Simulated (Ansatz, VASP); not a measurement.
# One calculation of CaO, two programs

Contents of POSCAR:

```
CaO
1.0
    0.0000000000      2.3975473901      2.3975473901
    2.3975473901      0.0000000000      2.3975473901
    2.3975473901      2.3975473901      0.0000000000
Ca O
1 1
Direct
    0.0000000000      0.0000000000      0.0000000000
    0.5000000000      0.5000000000      0.5000000000
```

File INCAR.step1:

```
SYSTEM = CaO
ALGO = Normal ; EDIFF = 1E-5
ENCUT = 520 ; GGA = PE
ISIF = 2 ; ISMEAR = 0
LASPH = .True. ; LCHARG = .False.
LREAL = .False. ; LWAVE = .True.
NBANDS = 15 ; NELM = 100
PREC = Accurate ; SIGMA = 0.01
```

Contents of INCAR.step2:

```
SYSTEM = CaO
AEXX = 0.4 ; ALGO = Normal
EDIFF = 1E-6 ; ENCUT = 520
GGA = PE ; HFSCREEN = 0.2078
ISIF = 2 ; ISMEAR = 0
ISTART = 1 ; LASPH = .True.
LCHARG = .False. ; LHFCALC = .True.
LREAL = .False. ; LWAVE = .False.
NBANDS = 15 ; NELM = 100
PREC = Accurate ; PRECFOCK = Normal
SIGMA = 0.01
```

Contents of KPOINTS:

```
k-points
0
Gamma
  4 4 4
  0 0 0
```

Input for Ansatz:

```yaml
crystal:
  lattice:
    - [0.0, 2.3975473901, 2.3975473901]
    - [2.3975473901, 0.0, 2.3975473901]
    - [2.3975473901, 2.3975473901, 0.0]
  atoms:
    - { symbol: Ca, position: [0.0, 0.0, 0.0] }
    - { symbol: O, position: [0.5, 0.5, 0.5] }
kpoints:
  mp_grid: { grid: [4, 4, 4] }
hamiltonian:
  xc:
    exchange: pbe
    correlation: pbe
    exx: { coeff: 0.4, omega: 0.2078 }
scf:
  occupations: { method: fixed }
  n_extra_bands: 4
output:
  forces: true
  stress: true
  eigenvalues: true
```

Alike in both runs: task single point; functional PBE-based screened hybrid; k mesh 4 × 4 × 4; no spin polarisation.

|  | VASP | Ansatz |
| --- | --- | --- |
| version | VASP 6.6.1 | Ansatz 0.2.0 |
| potentials or method | VASP PAW PBE potentials, release 64 (Ca_sv, O) | plane waves |
| plane-wave cutoff (eV) | 520 | 420 |
| occupations | gaussian, width 0.01 eV | fixed |
| valence electrons in the cell | 16 | 16 |

|  | VASP | Ansatz | Ansatz less VASP |
| --- | --- | --- | --- |
| gap on the k mesh at the Fermi level (eV) | 6.34 | 6.36 | +0.014 |
| pressure (GPa) | -0.3 | -1.1 | -0.80 |

VASP's potentials were made for PBE, not for PBE-based screened hybrid. Ansatz's warnings: stress exchange threshold loose, stress scf threshold loose.

The k mesh is coarse, so the values compare programs but aren't converged.
